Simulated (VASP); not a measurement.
# Ge (Fmmm) in VASP: further runs

Ge is run at these levels: PBEsol; tasks: single point.

Program: VASP 6.6.1. These are calculated values, not measurements. Logs are shortened: lines on timing, memory, paths and dates and some standing lists are left out, and cuts for length are marked.

## (1) The cell of the first run

Symmetry: Fmmm, No. 69, orthorhombic system. The conventional cell has a = 5.261 Å, b = 5.771 Å, c = 10.231 Å, α = 90.00°, β = 90.00°, γ = 90.00°. Ge (site symmetry m2m) has 8 Ge at 2.61 to 3.17 Å within 3.4 Å. Ge (site symmetry mm2) has 8 Ge at 2.71 to 3.17 Å within 3.6 Å.

## (2) Single point, PBEsol

File INCAR:

```
PREC = Accurate
ENCUT = 520
EDIFF = 1E-6
ISMEAR = 0
SIGMA = 0.02
LREAL = F
LASPH = T
NELM = 80
ALGO = Normal
ISIF = 2
LWAVE = F
LCHARG = T
GGA = PS
LELF = T
LVHAR = T
NBANDS = 36
```

File KPOINTS:

```
regular mesh
0
Gamma
  7 7 7
```

File POSCAR:

```
Ge
1.0
    0.0000000000      2.8857400000      5.1156650000
    2.6304970000      0.0000000000      5.1156650000
    2.6304970000      2.8857400000      0.0000000000
Ge
4
Direct
    0.7264900000      0.2735100000      0.7264900000
    0.2735100000      0.7264900000      0.2735100000
    0.2181330000      0.2181330000      0.7818670000
    0.7818670000      0.7818670000      0.2181330000
```

Potentials or basis: VASP PAW PBE potentials, release 64 (Ge_d).

The run is started by

```sh
cat potpaw_PBE.64/Ge_d/POTCAR > POTCAR
mpirun -np 1 vasp_std > vasp.out
```

OUTCAR:

```text
PREC = Accurate
   ENCUT = 520
   EDIFF = 1E-6
   ISMEAR = 0
   LREAL = F
   LASPH = T
   NELM = 80
   ISIF = 2
   GGA = PS

 ion  position               nearest neighbor table
   1  0.726  0.274  0.726-   2 2.61   2 2.64   2 2.64   3 2.73   4 2.73
   2  0.274  0.726  0.274-   1 2.61   1 2.64   1 2.64   3 2.73   4 2.73
   3  0.218  0.218  0.782-   4 2.71   4 2.71   1 2.73   2 2.73
   4  0.782  0.782  0.218-   3 2.71   3 2.71   1 2.73   2 2.73

  LATTYP: Found a face centered orthorhombic cell.
 ALAT       =     5.2609940000
 B/A-ratio  =     1.0970322338
 C/A-ratio  =     1.9447522654

  Lattice vectors:

 A1 = (   0.0000000000,   2.8857400000,   5.1156650000)
 A2 = (   2.6304970000,   0.0000000000,   5.1156650000)
 A3 = (   2.6304970000,   2.8857400000,   0.0000000000)

Analysis of symmetry for initial positions (statically):
=====================================================================
 Subroutine PRICEL returns:
 Original cell was already a primitive cell.

 Routine SETGRP: Setting up the symmetry group for a
 face centered orthorhombic supercell.

 Subroutine GETGRP returns: Found  8 space group operations
 (whereof  8 operations were pure point group operations)
 out of a pool of  8 trial point group operations.

The static configuration has the point symmetry D_2h.

Analysis of symmetry for dynamics (positions and initial velocities):
=====================================================================
 Subroutine PRICEL returns:
 Original cell was already a primitive cell.

 Routine SETGRP: Setting up the symmetry group for a
 face centered orthorhombic supercell.

 Subroutine GETGRP returns: Found  8 space group operations
 (whereof  8 operations were pure point group operations)
 out of a pool of  8 trial point group operations.

The dynamic configuration has the point symmetry D_2h.

 Subroutine INISYM returns: Found  8 space group operations
 (whereof  8 operations are pure point group operations),
 and found     1 'primitive' translations

----------------------------------------------------------------------------------------

                                     Primitive cell

  volume of cell :      77.6653

  direct lattice vectors                    reciprocal lattice vectors
     0.000000000  2.885740000  5.115665000    -0.190078149  0.173265783  0.097739004
     2.630497000  0.000000000  5.115665000     0.190078149 -0.173265783  0.097739004
     2.630497000  2.885740000  0.000000000     0.190078149  0.173265783 -0.097739004

  length of vectors
     5.873459265  5.752351072  3.904741965     0.275142957  0.275142957  0.275142957

  position of ions in fractional coordinates (direct lattice)
     0.726490000  0.273510000  0.726490000
     0.273510000  0.726490000  0.273510000
     0.218133000  0.218133000  0.781867000
     0.781867000  0.781867000  0.218133000

  ion indices of the primitive-cell ions
   primitive index   ion index
                 1           1
                 2           2
                 3           3
                 4           4

----------------------------------------------------------------------------------------

 KPOINTS: regular mesh

Automatic generation of k-mesh.
 Grid dimensions read from file:
 generate k-points for:    7    7    7

 Generating k-lattice:

  Cartesian coordinates                     Fractional coordinates (reciprocal lattice)
    -0.027154021  0.024752255  0.013962715     0.142857143 -0.000000000 -0.000000000
     0.027154021 -0.024752255  0.013962715     0.000000000  0.142857143  0.000000000
     0.027154021  0.024752255 -0.013962715     0.000000000  0.000000000  0.142857143

  Length of vectors
     0.039306137  0.039306137  0.039306137

  Shift w.r.t. Gamma in fractional coordinates (k-lattice)
     0.000000000  0.000000000  0.000000000

 Subroutine IBZKPT returns following result:
 ===========================================

 Found     64 irreducible k-points:

 Following reciprocal coordinates:
            Coordinates               Weight
  0.000000  0.000000  0.000000      1.000000
  0.142857  0.000000  0.000000      8.000000
  0.285714  0.000000  0.000000      8.000000
  0.428571  0.000000  0.000000      8.000000
  0.142857  0.142857  0.000000      2.000000
  0.285714  0.142857  0.000000      8.000000
[... 16 lines left out ...]
  0.000000  0.142857  0.142857      2.000000
  0.285714  0.142857  0.142857      4.000000
 [... further k-points ...]
   k-points           NKPTS =     64   k-points in BZ     NKDIM =     64   number of bands    NBANDS=     36
   number of dos      NEDOS =    301   number of ions     NIONS =      4
   total plane-waves  NPLWV =  69120
   dimension x,y,z NGX =    48 NGY =   48 NGZ =   30
   dimension x,y,z NGXF=    96 NGYF=   96 NGZF=   60
   ions per type =               4
   NGX,Y,Z   is equivalent  to a cutoff of  13.59, 13.87, 12.77 a.u.
   NGXF,Y,Z  is equivalent  to a cutoff of  27.17, 27.74, 25.55 a.u.
 SYSTEM =  unknown system
   PREC   = accura    normal or accurate (medium, high low for compatibility)
   ISTART =      0    job   : 0-new  1-cont  2-samecut
   ICHARG =      2    charge: 1-file 2-atom 10-const
   ISPIN  =      1    spin polarized calculation?
   LNONCOLLINEAR =      F non collinear calculations
   LSORBIT =      F    spin-orbit coupling
   LASPH  =      T    aspherical Exc in radial PAW
   ENCUT  =  520.0 eV  38.22 Ry    6.18 a.u.  10.92 10.70  7.26*2*pi/ulx,y,z
   NELM   =     80;   NELMIN=  2; NELMDL= -5     # of ELM steps
   EDIFF  = 0.1E-05   stopping-criterion for ELM
   LREAL  =      F    real-space projection
   EDIFFG = 0.1E-04   stopping-criterion for IOM
   NSW    =      0    number of steps for IOM
   IBRION =     -1    ionic relax: 0-MD 1-quasi-New 2-CG
   NFREE  =      0    steps in history (QN), initial steepest desc. (CG)
   ISIF   =      2    stress and relaxation
   ISYM   =      2    0-nonsym 1-usesym 2-fastsym
   POTIM  = 0.5000    time-step for ionic-motion
   TEBEG  =    0.0;   TEEND  =   0.0 temperature during run
   PSTRESS=    0.0 pullay stress
   NELECT =      56.0000    total number of electrons
   NUPDOWN=      -1.0000    fix difference up-down
   EMIN   =  10.00;   EMAX   =-10.00  energy-range for DOS
   EFERMI =   0.00;   METHOD = LEGACY
   ISMEAR =     0;   SIGMA  =   0.02  broadening in eV -4-tet -1-fermi 0-gaus
   EFERMI_NEDOS =   21; number of points for ismear=-14 and -15
   IALGO  =     38    algorithm
   IMIX   =      4    mixing-type and parameters
     AMIX     =   0.40;   BMIX     =  1.00
     AMIX_MAG =   1.60;   BMIX_MAG =  1.00
  volume/ion in A,a.u.               =      19.42       131.03
  Fermi-wavevector in a.u.,A,eV,Ry     =   1.468008  2.774133 29.321208  2.155048
  Thomas-Fermi vector in A             =   2.583557
   LORBIT       =      0    0 simple, 1 ext, 2 COOP (PROOUT), +10 PAW based schemes
   GGA     = PS    functional components
   LHFCALC =     F    Hartree Fock is set to
   AEXX    =    0.0000 exact exchange contribution
   IVDW    =     0    specifies the selected vdW correction
   LEPSILON=     F    determine dielectric tensor
   LRPA    =     F    only Hartree local field effects (RPA)
 non-spin polarized calculation
 Gauss-broadening in eV      SIGMA  =   0.02
  energy-cutoff  :      520.00
  volume of cell :       77.67
 maximum number of plane-waves:      2111
 NGX is ok and might be reduce to    48
   NGX = 21   NGY = 21   NGZ = 15

 number of electron      55.9999999 magnetization

 Free energy of the ion-electron system (eV)
  ---------------------------------------------------
  ext. energy  EPLUGINS =         0.00000000
  ---------------------------------------------------
  free energy    TOTEN  =       -19.01999653 eV

  energy without entropy =      -19.01960944  energy(sigma->0) =      -19.01980299

 E-fermi :   6.1427     XC(G=0): -11.2294

 val. band max:        6.1401453208   @ k =  -0.4286   0.4286   0.0000
 cond. band min:       6.1911126755   @ k =  -0.4286  -0.0000   0.1429
 fundamental gap:      0.0509673547
 Fermi energy:         6.1427201272

 k-point     1 :       0.0000    0.0000    0.0000
  band No.  band energies     occupation
      1     -18.5094      2.00000
      2     -18.4588      2.00000
      3     -18.4248      2.00000
      4     -18.4151      2.00000
      5     -18.4124      2.00000
      6     -18.4067      2.00000
[... 28 lines left out ...]
     35      13.3619      0.00000
     36      13.5389      0.00000

 k-point     2 :       0.1429    0.0000    0.0000
  band No.  band energies     occupation
      1     -18.4973      2.00000
      2     -18.4526      2.00000
      3     -18.4254      2.00000
      4     -18.4132      2.00000
      5     -18.4067      2.00000
      6     -18.4056      2.00000
[... 28 lines left out ...]
     35      12.7997      0.00000
     36      13.2816      0.00000

 k-point     3 :       0.2857    0.0000    0.0000
  band No.  band energies     occupation
      1     -18.4639      2.00000
      2     -18.4354      2.00000
      3     -18.4290      2.00000
      4     -18.4160      2.00000
      5     -18.3990      2.00000
      6     -18.3921      2.00000
[... 28 lines left out ...]
     35      12.8249      0.00000
     36      13.0173      0.00000

 k-point     4 :       0.4286    0.0000    0.0000
  band No.  band energies     occupation
      1     -18.4328      2.00000
      2     -18.4251      2.00000
      3     -18.4176      2.00000
      4     -18.4058      2.00000
      5     -18.3930      2.00000
      6     -18.3764      2.00000
[... 28 lines left out ...]
     35      12.5196      0.00000
     36      12.7257      0.00000

 k-point     5 :       0.1429    0.1429    0.0000
  band No.  band energies     occupation
      1     -18.5080      2.00000
      2     -18.4581      2.00000
      3     -18.4198      2.00000
      4     -18.4139      2.00000
      5     -18.4099      2.00000
      6     -18.4083      2.00000
[... 655 lines left out ...]
 k-point    22 :      -0.1429    0.0000    0.1429
  band No.  band energies     occupation
      1     -18.4772      2.00000
      2     -18.4481      2.00000
      3     -18.4247      2.00000
      4     -18.4108      2.00000
      5     -18.4050      2.00000
      6     -18.3988      2.00000
[... 28 lines left out ...]
     35      11.9743      0.00000
     36      12.7092      0.00000

 k-point    23 :       0.0000    0.1429    0.1429
  band No.  band energies     occupation
      1     -18.4782      2.00000
      2     -18.4490      2.00000
      3     -18.4307      2.00000
      4     -18.4101      2.00000
      5     -18.4064      2.00000
      6     -18.4055      2.00000
[... 28 lines left out ...]
     35      12.2168      0.00000
     36      13.4596      0.00000

 k-point    24 :       0.2857    0.1429    0.1429
  band No.  band energies     occupation
      1     -18.4979      2.00000
      2     -18.4427      2.00000
      3     -18.4265      2.00000
      4     -18.4170      2.00000
      5     -18.4069      2.00000
      6     -18.4003      2.00000
[... 28 lines left out ...]
     35      12.7214      0.00000
     36      13.5118      0.00000

 [... further k-points ...]
[... 5 lines left out ...]
  --------------------------------------------------------------------------------------
  -------------------------------------------------------------------------------------
  Total       -1.9924449     -1.5456838     -1.7392453      0.0000000      0.0000000      0.0000000
  in kB      -41.1026468    -31.8862998    -35.8793303      0.0000000      0.0000000      0.0000000
  external PRESSURE =     -36.2894256 kB  Pullay stress =       0.0000000 kB

 VOLUME and BASIS-vectors are now :
 -----------------------------------------------------------------------------
  energy-cutoff  :      520.00
  volume of cell :       77.67
      direct lattice vectors                 reciprocal lattice vectors
     0.000000000  2.885740000  5.115665000    -0.190078149  0.173265783  0.097739004
     2.630497000  0.000000000  5.115665000     0.190078149 -0.173265783  0.097739004
     2.630497000  2.885740000  0.000000000     0.190078149  0.173265783 -0.097739004

 POSITION                                       TOTAL-FORCE (eV/Angst)
 -----------------------------------------------------------------------------------
      2.63050      4.19292      5.11566         0.000000     -0.039801      0.000000
      2.63050      1.57856      5.11566         0.000000      0.039801      0.000000
      2.63050      2.88574      2.23179         0.000000      0.000000      0.038985
      2.63050      2.88574      7.99954         0.000000      0.000000     -0.038985
 -----------------------------------------------------------------------------------
    total drift:                                0.000000      0.000000      0.000000

  FREE ENERGIE OF THE ION-ELECTRON SYSTEM (eV)
  ---------------------------------------------------
  free  energy   TOTEN  =       -19.0199965340 eV

  energy  without entropy=      -19.0196094388  energy(sigma->0) =      -19.01980299
```

It took 92 s on 1 thread of Intel Xeon Platinum 8559C (Emerald Rapids), shared host; peak memory 0.32 GiB.

What came out:

| Quantity | Value |
| --- | --- |
| Free energy | -19.0200 eV |
| Pressure | -3.6 GPa |
| Largest force | 0.040 eV/Å |
| Band gap on the k mesh | zero (band 28 reaches 7.22 eV, above the bottom of band 29 at 4.51 eV) |

Forces in eV/Å, atoms in the order of the input:
```
Ge   0.000 -0.040  0.000
Ge   0.000  0.040  0.000
Ge   0.000  0.000  0.039
Ge   0.000  0.000 -0.039
```

Caveat: the PAW data sets were made with another functional, which shifts forces and pressure a little.

## (3) Single point, PBEsol

File INCAR:

```
PREC = Accurate
ENCUT = 520
EDIFF = 1E-6
ISMEAR = -1
SIGMA = 0.03
LREAL = False
LASPH = True
NELM = 100
ALGO = Normal
ISIF = 2
LWAVE = False
LCHARG = False
GGA = PS
NBANDS = 36
```

File KPOINTS:

```
Automatic mesh
0
Gamma
  4 4 4
```

POSCAR is that of step 2.

Potentials or basis: VASP PAW PBE potentials, release 64 (Ge_d).

The run is started by

```sh
cat potpaw_PBE.64/Ge_d/POTCAR > POTCAR
mpirun -np 1 vasp_std > vasp.out
```

Wall time 29 s (1 thread of Intel Xeon 6975P-C (Granite Rapids), shared host); peak memory 0.25 GiB.

It converged, with:

```
Free energy            : -19.0067 eV
Pressure               : -3.8 GPa
Largest force          : 0.178 eV/Å
Band gap on the k mesh : zero (band 28 reaches 6.94 eV, above the bottom of band 29 at 4.31 eV)
```

Forces on the atoms (eV/Å):
```
Ge   0.000  0.178  0.000
Ge   0.000 -0.178  0.000
Ge   0.000  0.000 -0.145
Ge   0.000  0.000  0.145
```

Stress tensor (GPa, compression positive):
```
-4.89  0.00  0.00
 0.00  0.59  0.00
 0.00  0.00 -7.02
```

Levels at points of the mesh, in eV from the Fermi level:
| k point | band 25 | band 26 | band 27 | band 28 | band 29 | band 30 | band 31 | band 32 |
| --- | --- | --- | --- | --- | --- | --- | --- | --- |
| (0.00, 0.00, 0.00) | -2.94 | -2.34 | -1.97 | -1.85 | -1.66 | 2.89 | 3.63 | 4.03 |
| (0.50, 0.00, 0.00) | -2.00 | -1.63 | -0.82 | 0.75 | 0.95 | 1.14 | 2.26 | 2.35 |
| (0.50, 0.50, 0.00) | -2.14 | -1.90 | -0.24 | 0.48 | 1.01 | 1.15 | 1.99 | 2.70 |
| (0.50, 0.00, 0.50) | -4.60 | -4.17 | -3.18 | -2.68 | -1.24 | -0.85 | 3.55 | 4.69 |
| (0.00, 0.50, 0.50) | -5.74 | -5.26 | -3.49 | -2.06 | -1.88 | 2.75 | 3.76 | 4.00 |

Caveat: the k points lie up to 0.43 Å⁻¹ apart; the PAW data sets were made with another functional, which shifts forces and pressure a little.

(Part 1 of 2 ends here.)
